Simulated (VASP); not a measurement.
# Ir2O (P6/mmm) in VASP: notebook

The runs below take Ir2O through single point, with PBE.

All numbers are computed with VASP 6.6.1; they aren't measurements. Logs are shortened: lines on timing, memory, paths and dates and some standing lists are left out, and cuts for length are marked.

### Step 1. The cell of the first run

The structure is hexagonal, space group P6/mmm (No. 191). Conventional cell: a = 3.541 Å, b = 3.541 Å, c = 3.620 Å, α = 90.00°, β = 90.00°, γ = 120.00°. Within 2.8 Å of Ir (site symmetry -6m2) lie 3 Ir at 2.04 Å and 6 O at 2.73 Å. Within 3.7 Å of O (site symmetry 6/mmm) lie 12 Ir at 2.73 Å and 8 O at 3.54 to 3.62 Å.

The cell was generated, and may not be a known phase.

### Step 2. Single point, PBE, collinear spin

Input file INCAR:

```
PREC = Accurate
ENCUT = 520
EDIFF = 1E-7
ISMEAR = 0
SIGMA = 0.1
LREAL = F
LASPH = T
NELM = 150
ALGO = Normal
ISIF = 2
LWAVE = F
LCHARG = F
ISPIN = 2
MAGMOM = 1 1 0
LORBIT = 11
LMAXMIX = 4
GGA = PE
NBANDS = 23
```

Input file KPOINTS:

```
regular mesh
0
Gamma
  6 6 6
```

Input file POSCAR:

```
Ir2O
1.0
    3.5410710800      0.0000000000      0.0000000000
   -1.7705355400      3.0666575100      0.0000000000
    0.0000000000      0.0000000000      3.6197613600
Ir O
2 1
Direct
    0.3333333300      0.6666666700      0.5000000000
    0.6666666700      0.3333333300      0.5000000000
    0.0000000000      0.0000000000      0.0000000000
```

Potentials or basis: VASP PAW PBE potentials, release 64 (Ir, O).

Command:

```sh
$ cat potpaw_PBE.64/Ir/POTCAR potpaw_PBE.64/O/POTCAR > POTCAR
$ mpirun -np 1 vasp_std > vasp.out
```

OUTCAR:

```text
PREC = Accurate
   ENCUT = 520
   EDIFF = 1E-7
   ISMEAR = 0
   LREAL = F
   LASPH = T
   NELM = 150
   ISIF = 2
   ISPIN = 2
   LORBIT = 11
   GGA = PE

 ion  position               nearest neighbor table
   1  0.333  0.667  0.500-   2 2.04   2 2.04   2 2.04
   2  0.667  0.333  0.500-   1 2.04   1 2.04   1 2.04
   3  0.000  0.000  0.000-

  LATTYP: Found a hexagonal cell.
 ALAT       =     3.5410710800
 C/A-ratio  =     1.0222221690

  Lattice vectors:

 A1 = (   3.5410710800,   0.0000000000,   0.0000000000)
 A2 = (  -1.7705355400,   3.0666575100,   0.0000000000)
 A3 = (   0.0000000000,   0.0000000000,   3.6197613600)

Analysis of symmetry for initial positions (statically):
=====================================================================
 Subroutine PRICEL returns:
 Original cell was already a primitive cell.

 Routine SETGRP: Setting up the symmetry group for a
 hexagonal supercell.

 Subroutine GETGRP returns: Found 24 space group operations
 (whereof 24 operations were pure point group operations)
 out of a pool of 24 trial point group operations.

The static configuration has the point symmetry D_6h.

Analysis of symmetry for dynamics (positions and initial velocities):
=====================================================================
 Subroutine PRICEL returns:
 Original cell was already a primitive cell.

 Routine SETGRP: Setting up the symmetry group for a
 hexagonal supercell.

 Subroutine GETGRP returns: Found 24 space group operations
 (whereof 24 operations were pure point group operations)
 out of a pool of 24 trial point group operations.

The dynamic configuration has the point symmetry D_6h.

Analysis of structural, dynamic, and magnetic symmetry:
=====================================================================
 Subroutine PRICEL returns:
 Original cell was already a primitive cell.

 Routine SETGRP: Setting up the symmetry group for a
 hexagonal supercell.

 Subroutine GETGRP returns: Found 24 space group operations
 (whereof 24 operations were pure point group operations)
 out of a pool of 24 trial point group operations.

The overall configuration has the point symmetry D_6h.

 Subroutine INISYM returns: Found 24 space group operations
 (whereof 24 operations are pure point group operations),
 and found     1 'primitive' translations

----------------------------------------------------------------------------------------

                                     Primitive cell

  volume of cell :      39.3079

  direct lattice vectors                    reciprocal lattice vectors
     3.541071080  0.000000000  0.000000000     0.282400431  0.163043965  0.000000000
    -1.770535540  3.066657510  0.000000000     0.000000000  0.326087930  0.000000000
     0.000000000  0.000000000  3.619761360     0.000000000  0.000000000  0.276261306

  length of vectors
     3.541071080  3.541071078  3.619761360     0.326087930  0.326087930  0.276261306

  position of ions in fractional coordinates (direct lattice)
     0.333333330  0.666666670  0.500000000
     0.666666670  0.333333330  0.500000000
     0.000000000  0.000000000  0.000000000

  ion indices of the primitive-cell ions
   primitive index   ion index
                 1           1
                 2           2
                 3           3

----------------------------------------------------------------------------------------

 KPOINTS: regular mesh

Automatic generation of k-mesh.
 Grid dimensions read from file:
 generate k-points for:    6    6    6

 Generating k-lattice:

  Cartesian coordinates                     Fractional coordinates (reciprocal lattice)
     0.047066739  0.027173994  0.000000000     0.166666667  0.000000000  0.000000000
     0.000000000  0.054347988  0.000000000     0.000000000  0.166666667  0.000000000
     0.000000000  0.000000000  0.046043551     0.000000000  0.000000000  0.166666667

  Length of vectors
     0.054347988  0.054347988  0.046043551

  Shift w.r.t. Gamma in fractional coordinates (k-lattice)
     0.000000000  0.000000000  0.000000000

 Subroutine IBZKPT returns following result:
 ===========================================

 Found     28 irreducible k-points:

 Following reciprocal coordinates:
            Coordinates               Weight
  0.000000  0.000000  0.000000      1.000000
  0.166667  0.000000  0.000000      6.000000
  0.333333 -0.000000  0.000000      6.000000
  0.500000 -0.000000  0.000000      3.000000
  0.166667  0.166667  0.000000      6.000000
  0.333333  0.166667  0.000000     12.000000
[... 16 lines left out ...]
  0.166667  0.000000  0.500000      6.000000
  0.333333 -0.000000  0.500000      6.000000
 [... further k-points ...]
   k-points           NKPTS =     28   k-points in BZ     NKDIM =     28   number of bands    NBANDS=     23
   number of dos      NEDOS =    301   number of ions     NIONS =      3
   total plane-waves  NPLWV =  21952
   dimension x,y,z NGX =    28 NGY =   28 NGZ =   28
   dimension x,y,z NGXF=    56 NGYF=   56 NGZF=   56
   ions per type =               2   1
   NGX,Y,Z   is equivalent  to a cutoff of  13.15, 13.15, 12.86 a.u.
   NGXF,Y,Z  is equivalent  to a cutoff of  26.29, 26.29, 25.72 a.u.
 SYSTEM =  unknown system
   PREC   = accura    normal or accurate (medium, high low for compatibility)
   ISTART =      0    job   : 0-new  1-cont  2-samecut
   ICHARG =      2    charge: 1-file 2-atom 10-const
   ISPIN  =      2    spin polarized calculation?
   LNONCOLLINEAR =      F non collinear calculations
   LSORBIT =      F    spin-orbit coupling
   LASPH  =      T    aspherical Exc in radial PAW
   ENCUT  =  520.0 eV  38.22 Ry    6.18 a.u.   6.58  6.58  6.73*2*pi/ulx,y,z
   NELM   =    150;   NELMIN=  2; NELMDL= -5     # of ELM steps
   EDIFF  = 0.1E-06   stopping-criterion for ELM
   LREAL  =      F    real-space projection
   EDIFFG = 0.1E-05   stopping-criterion for IOM
   NSW    =      0    number of steps for IOM
   IBRION =     -1    ionic relax: 0-MD 1-quasi-New 2-CG
   NFREE  =      0    steps in history (QN), initial steepest desc. (CG)
   ISIF   =      2    stress and relaxation
   ISYM   =      2    0-nonsym 1-usesym 2-fastsym
   POTIM  = 0.5000    time-step for ionic-motion
   TEBEG  =    0.0;   TEEND  =   0.0 temperature during run
   PSTRESS=    0.0 pullay stress
   NELECT =      24.0000    total number of electrons
   NUPDOWN=      -1.0000    fix difference up-down
   EMIN   =  10.00;   EMAX   =-10.00  energy-range for DOS
   EFERMI =   0.00;   METHOD = LEGACY
   ISMEAR =     0;   SIGMA  =   0.10  broadening in eV -4-tet -1-fermi 0-gaus
   EFERMI_NEDOS =   21; number of points for ismear=-14 and -15
   IALGO  =     38    algorithm
   IMIX   =      4    mixing-type and parameters
     AMIX     =   0.40;   BMIX     =  1.00
     AMIX_MAG =   1.60;   BMIX_MAG =  1.00
  volume/ion in A,a.u.               =      13.10        88.42
  Fermi-wavevector in a.u.,A,eV,Ry     =   1.388839  2.624525 26.243927  1.928874
  Thomas-Fermi vector in A             =   2.512927
   LORBIT       =     11    0 simple, 1 ext, 2 COOP (PROOUT), +10 PAW based schemes
   GGA     = PE    functional components
   LHFCALC =     F    Hartree Fock is set to
   AEXX    =    0.0000 exact exchange contribution
   IVDW    =     0    specifies the selected vdW correction
   LEPSILON=     F    determine dielectric tensor
   LRPA    =     F    only Hartree local field effects (RPA)
 spin polarized calculation
 Gauss-broadening in eV      SIGMA  =   0.10
  energy-cutoff  :      520.00
  volume of cell :       39.31
 maximum number of plane-waves:      1081
 NGX is ok and might be reduce to    28
   NGX = 13   NGY = 13   NGZ = 13

 number of electron      24.0000004 magnetization       0.0001207

 number of electron      24.0000004 magnetization      -0.0000071

 Free energy of the ion-electron system (eV)
  ---------------------------------------------------
  ext. energy  EPLUGINS =         0.00000000
  ---------------------------------------------------
  free energy    TOTEN  =       -12.63156170 eV

  energy without entropy =      -12.62673022  energy(sigma->0) =      -12.62914596

 E-fermi :   7.8532     XC(G=0): -12.6772

 val. band max:        7.7937210495   @ k =   0.3333  -0.0000   0.0000
 cond. band min:       7.8721978233   @ k =   0.3333  -0.0000   0.5000
 fundamental gap:      0.0784767737
 Fermi energy:         7.8531885352

 spin component 1

 k-point     1 :       0.0000    0.0000    0.0000
  band No.  band energies     occupation
      1     -10.1822      1.00000
      2      -0.9804      1.00000
      3       1.9413      1.00000
      4       1.9413      1.00000
      5       2.2915      1.00000
      6       2.2915      1.00000
[... 15 lines left out ...]
     22      28.2704      0.00000
     23      28.2706      0.00000

 k-point     2 :       0.1667    0.0000    0.0000
  band No.  band energies     occupation
      1     -10.0753      1.00000
      2      -0.7558      1.00000
      3       1.0038      1.00000
      4       1.1551      1.00000
      5       1.6986      1.00000
      6       1.9275      1.00000
[... 15 lines left out ...]
     22      27.0845      0.00000
     23      27.3756      0.00000

 k-point     3 :       0.3333   -0.0000    0.0000
  band No.  band energies     occupation
      1      -9.8818      1.00000
      2      -1.2099      1.00000
      3      -0.0325      1.00000
      4       1.0063      1.00000
      5       1.2876      1.00000
      6       1.4570      1.00000
[... 15 lines left out ...]
     22      26.2233      0.00000
     23      26.4347      0.00000
[... 495 lines left out ...]
 k-point    23 :       0.1667    0.0000    0.5000
  band No.  band energies     occupation
      1      -9.7845      1.00000
      2      -1.4972      1.00000
      3       0.6276      1.00000
      4       1.1145      1.00000
      5       1.3564      1.00000
      6       1.4268      1.00000
[... 15 lines left out ...]
     22      25.2996      0.00000
     23      27.6215      0.00000

 k-point    24 :       0.3333   -0.0000    0.5000
  band No.  band energies     occupation
      1      -9.7500      1.00000
      2      -1.3551      1.00000
      3       0.0592      1.00000
      4       0.2698      1.00000
      5       0.4661      1.00000
      6       1.5924      1.00000
[... 15 lines left out ...]
     22      26.2548      0.00000
     23      27.4777      0.00000

 [... further k-points ...]

 spin component 2

 k-point     1 :       0.0000    0.0000    0.0000
  band No.  band energies     occupation
      1     -10.1822      1.00000
      2      -0.9804      1.00000
      3       1.9413      1.00000
      4       1.9413      1.00000
      5       2.2915      1.00000
      6       2.2915      1.00000
[... 15 lines left out ...]
     22      28.2705      0.00000
     23      28.2706      0.00000

 k-point     2 :       0.1667    0.0000    0.0000
  band No.  band energies     occupation
      1     -10.0753      1.00000
      2      -0.7558      1.00000
      3       1.0038      1.00000
      4       1.1551      1.00000
      5       1.6986      1.00000
      6       1.9275      1.00000
[... 15 lines left out ...]
     22      27.0845      0.00000
     23      27.3756      0.00000

 k-point     3 :       0.3333   -0.0000    0.0000
  band No.  band energies     occupation
      1      -9.8818      1.00000
      2      -1.2099      1.00000
      3      -0.0325      1.00000
      4       1.0063      1.00000
      5       1.2876      1.00000
      6       1.4570      1.00000
[... 15 lines left out ...]
     22      26.2233      0.00000
     23      26.4347      0.00000
[... 495 lines left out ...]
 k-point    23 :       0.1667    0.0000    0.5000
  band No.  band energies     occupation
      1      -9.7845      1.00000
      2      -1.4972      1.00000
      3       0.6276      1.00000
      4       1.1145      1.00000
      5       1.3564      1.00000
      6       1.4268      1.00000
[... 15 lines left out ...]
     22      25.2996      0.00000
     23      27.6215      0.00000

 k-point    24 :       0.3333   -0.0000    0.5000
  band No.  band energies     occupation
      1      -9.7500      1.00000
      2      -1.3551      1.00000
      3       0.0592      1.00000
      4       0.2698      1.00000
      5       0.4661      1.00000
      6       1.5924      1.00000
[... 15 lines left out ...]
     22      26.2548      0.00000
     23      27.4777      0.00000

 [... further k-points ...]

------------------------ aborting loop because EDIFF is reached ----------------------------------------

  FORCE on cell =-STRESS in cart. coord.  units (eV):
  Direction    XX          YY          ZZ          XY          YZ          ZX
  --------------------------------------------------------------------------------------
  -------------------------------------------------------------------------------------
  Total       39.5964743     39.5964742     -1.3253941      0.0000000     -0.0000000      0.0000000
  in kB     1613.9394584   1613.9394565    -54.0226346      0.0000000     -0.0000000      0.0000000
  external PRESSURE =    1057.9520934 kB  Pullay stress =       0.0000000 kB

 VOLUME and BASIS-vectors are now :
 -----------------------------------------------------------------------------
  energy-cutoff  :      520.00
  volume of cell :       39.31
      direct lattice vectors                 reciprocal lattice vectors
     3.541071080  0.000000000  0.000000000     0.282400431  0.163043965  0.000000000
    -1.770535540  3.066657510  0.000000000     0.000000000  0.326087930  0.000000000
     0.000000000  0.000000000  3.619761360     0.000000000  0.000000000  0.276261306

 POSITION                                       TOTAL-FORCE (eV/Angst)
 -----------------------------------------------------------------------------------
     -0.00000      2.04444      1.80988         0.000000     -0.000000      0.000000
      1.77054      1.02222      1.80988        -0.000000      0.000000     -0.000000
      0.00000      0.00000      0.00000         0.000000      0.000000      0.000000
 -----------------------------------------------------------------------------------
    total drift:                               -0.000000      0.000000      0.000000

  FREE ENERGIE OF THE ION-ELECTRON SYSTEM (eV)
  ---------------------------------------------------
  free  energy   TOTEN  =       -12.6315617011 eV

  energy  without entropy=      -12.6267302236  energy(sigma->0) =      -12.62914596

 total charge

# of ion       s       p       d       tot
------------------------------------------
    1        0.886   0.725   7.682   9.293
    2        0.886   0.725   7.682   9.293
    3        1.628   3.148   0.000   4.777
--------------------------------------------------
tot          3.401   4.597  15.364  23.363

 magnetization (x)

# of ion       s       p       d       tot
------------------------------------------
    1        0.000  -0.000   0.000  -0.000
    2        0.000  -0.000   0.000  -0.000
    3       -0.000   0.000   0.000   0.000
--------------------------------------------------
tot          0.000  -0.000   0.000   0.000
```

Run time: 26 s. Hardware: 1 thread of Intel Xeon 6975P-C (Granite Rapids), shared host; peak memory 0.19 GiB.

Results:

```yaml
Free_energy: -12.6316 eV
Pressure: 105.8 GPa
Band_gap_on_the_k_mesh: zero (filled and empty bands overlap)
Net_moment: 0.00 μB per cell
Valence_electrons_inside_the_program's_atomic_spheres: Ir 9.29; O 4.78
```

Stress tensor (GPa, compression positive):
```
161.39   0.00   0.00
  0.00 161.39   0.00
  0.00   0.00  -5.40
```

Levels at points of the mesh, in eV from the Fermi level:
Spin up:
```csv
k point,band 10,band 11,band 12,band 13,band 14,band 15
"(0.00, 0.00, 0.00)",-3.68,-1.44,-1.44,-0.37,-0.30,-0.30
"(0.50, 0.00, 0.00)",-1.89,-1.31,-0.11,0.75,1.23,1.39
"(0.00, 0.00, 0.50)",-3.43,-3.43,0.80,0.92,1.13,1.13
"(0.50, 0.00, 0.50)",-1.41,-0.94,-0.41,1.24,1.27,3.59
```
Spin down:
```tsv
k point	band 9	band 10	band 11	band 12	band 13	band 14	band 15	band 16
(0.00, 0.00, 0.00)	-4.19	-3.68	-1.44	-1.44	-0.37	-0.30	-0.30	8.67
(0.50, 0.00, 0.00)	-2.57	-1.89	-1.31	-0.11	0.75	1.23	1.39	5.37
(0.00, 0.00, 0.50)	-4.16	-3.43	-3.43	0.80	0.92	1.13	1.13	1.62
(0.50, 0.00, 0.50)	-1.44	-1.41	-0.94	-0.41	1.24	1.27	3.59	4.75
```

Caveat: the stress differs along the axes, from -5 to 161 GPa; spin-orbit coupling is left out, which moves the levels of the heavy elements.

### Step 3. Single point, PBE, collinear spin

This run uses another cell than the first one, of 13.68 Å³/atom.

Input file INCAR:

```
SYSTEM = Ir2O
PREC = Accurate ; ENCUT = 520
EDIFF = 1E-7 ; ISMEAR = 0
SIGMA = 0.1 ; LREAL = .FALSE.
LASPH = .TRUE. ; NELM = 150
ALGO = Normal ; ISIF = 2
LWAVE = .FALSE. ; LCHARG = .FALSE.
ISPIN = 2 ; MAGMOM = 1 1 0
LORBIT = 11 ; LMAXMIX = 4
GGA = PE ; NBANDS = 23
```

Input file KPOINTS:

```
regular mesh
0
G
  6 6 6
  0 0 0
```

Input file POSCAR:

```
Ir2O
1.0
    4.2249052683      0.0000000000      0.0000000000
   -2.1124526341      3.6588752909      0.0000000000
    0.0000000000      0.0000000000      2.6542260724
Ir O
2 1
Direct
    0.3333333333      0.6666666667      0.5000000000
    0.6666666667      0.3333333333      0.5000000000
    0.0000000000      0.0000000000      0.0000000000
```

Potentials or basis: VASP PAW PBE potentials, release 64 (Ir, O).

Command:

```sh
$ cat potpaw_PBE.64/Ir/POTCAR potpaw_PBE.64/O/POTCAR > POTCAR
$ mpirun -np 1 vasp_std > vasp.out
```

It took 20 s on 1 thread of Intel Xeon 6975P-C (Granite Rapids), shared host; peak memory 0.19 GiB.

It converged, with:

```yaml
Free_energy: -19.2865 eV
Pressure: 0.1 GPa
Band_gap_on_the_k_mesh: zero (filled and empty bands overlap)
Net_moment: 0.00 μB per cell
Valence_electrons_inside_the_program's_atomic_spheres: Ir 8.19; O 4.74
```

Stress tensor (GPa, compression positive):
```
 0.25  0.00  0.00
 0.00  0.25  0.00
 0.00  0.00 -0.15
```

Levels at points of the mesh, in eV from the Fermi level:
Spin up:
| k point | band 9 | band 10 | band 11 | band 12 | band 13 | band 14 | band 15 | band 16 |
| --- | --- | --- | --- | --- | --- | --- | --- | --- |
| (0.00, 0.00, 0.00) | -1.63 | -1.63 | -0.70 | 0.31 | 0.31 | 0.66 | 0.66 | 6.18 |
| (0.50, 0.00, 0.00) | -1.91 | -0.94 | -0.03 | 0.01 | 0.07 | 0.14 | 1.03 | 3.14 |
| (0.00, 0.00, 0.50) | -2.39 | -2.39 | -1.43 | 0.24 | 0.24 | 1.22 | 2.84 | 5.56 |
| (0.50, 0.00, 0.50) | -1.20 | -0.96 | -0.88 | 0.49 | 1.73 | 1.86 | 5.54 | 5.69 |
Spin down:
```
           k point  band 8  band 9  band 10  band 11  band 12  band 13  band 14  band 15  band 16  band 17
(0.00, 0.00, 0.00)   -3.53   -1.63    -1.63    -0.70     0.31     0.31     0.66     0.66     6.18     6.18
(0.50, 0.00, 0.00)   -1.93   -1.91    -0.94    -0.03     0.01     0.07     0.14     1.03     3.14     6.30
(0.00, 0.00, 0.50)   -2.86   -2.39    -2.39    -1.43     0.24     0.24     1.22     2.84     5.56    10.11
(0.50, 0.00, 0.50)   -3.77   -1.20    -0.96    -0.88     0.49     1.73     1.86     5.54     5.69     6.35
```

Caveat: the k points lie up to 0.39 Å⁻¹ apart, too coarse for converged energies and pressures of a metal; spin-orbit coupling is left out, which moves the levels of the heavy elements.

The gap in the log of VASP goes by the Fermi energy; the results here count the filled bands.